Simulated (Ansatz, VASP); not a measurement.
Two plane-wave programs on TlBr

```
Tl Br
1.0
     3.94619    0.00000    0.00000
     0.00000    3.94619    0.00000
     0.00000    0.00000    3.94619
Tl Br
1 1
Cartesian
  0.0000 0.0000 0.0000
  1.9731 1.9731 1.9731
```

Alike in both runs: task single point; functional PBE-based screened hybrid with a share of 0.2 of exact exchange and HFSCREEN = 0.5; k mesh 4 × 4 × 4; no spin polarisation.

|  | VASP | Ansatz |
| --- | --- | --- |
| version | VASP 6.6.1 | Ansatz 0.2.0 |
| potentials or method | VASP PAW PBE potentials, release 64 (Tl_d, Br) | plane waves |
| plane-wave cutoff (eV) | 400 | 420 |
| occupations | gaussian, width 0.01 eV | fixed |
| valence electrons in the cell | 20 | 20 |

```tsv
	VASP	Ansatz	Ansatz less VASP
gap on the k mesh at the Fermi level (eV)	2.02	2.02	-0.006
pressure (GPa)	1.8	1.9	+0.10
```

VASP's potentials were made for PBE, not for PBE-based screened hybrid. Ansatz's warnings: stress exchange threshold loose, stress scf threshold loose.

Neither program's run includes spin-orbit coupling.
